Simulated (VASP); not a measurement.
**InSb3: single point with PBE+D3(BJ)**

The system is InSb3.

```xyz
4
Lattice="0.0000 3.7279 3.7279 3.7279 0.0000 3.7279 3.7279 3.7279 0.0000" Properties=species:S:1:pos:R:3 pbc="T T T"
In    0.0000    0.0000    0.0000
Sb    1.8640    1.8640    1.8640
Sb    5.5919    5.5919    5.5919
Sb    3.7279    3.7279    3.7279
```

| Property | Result |
| --- | --- |
| Program | VASP 6.6.1 |
| Task | single point |
| Functional | PBE |
| Dispersion | D3(BJ) |
| Potentials or basis | VASP PAW PBE potentials, release 64 (In_d, Sb) |
| Cutoff | 520 eV |
| k mesh | 12 × 12 × 12 |
| Occupations | gaussian, width 0.15 eV |
| Spin | no spin polarisation |
| Dipole correction | no |
| Further INCAR settings | ALGO = Normal; EDIFF = 1e-06; NBANDS = 22 |

```yaml
Pressure: 0.1 GPa
Band_gap_on_the_k_mesh: zero (bands 14 and 15 overlap by 3.36 eV)
Dispersion_energy_per_atom: -0.489 eV
```

Levels at points of the mesh, in eV from the Fermi level:
```csv
k point,band 11,band 12,band 13,band 14,band 15,band 16,band 17,band 18
"(0.00, 0.00, 0.00)",-2.56,-2.46,-2.46,-2.46,-2.04,-0.70,-0.70,-0.70
"(0.50, 0.00, 0.00)",-3.55,-2.72,-2.72,-0.07,0.10,2.09,2.09,3.15
"(0.50, 0.50, 0.00)",-5.29,0.59,1.04,1.04,1.55,1.92,1.97,1.97
```

It took 86 s on 1 thread of AMD EPYC 9R45 96-Core Processor (Zen 5), on a shared host, peak memory 0.31 GiB.

Caveat: spin-orbit coupling is left out, which moves the levels of the heavy elements.
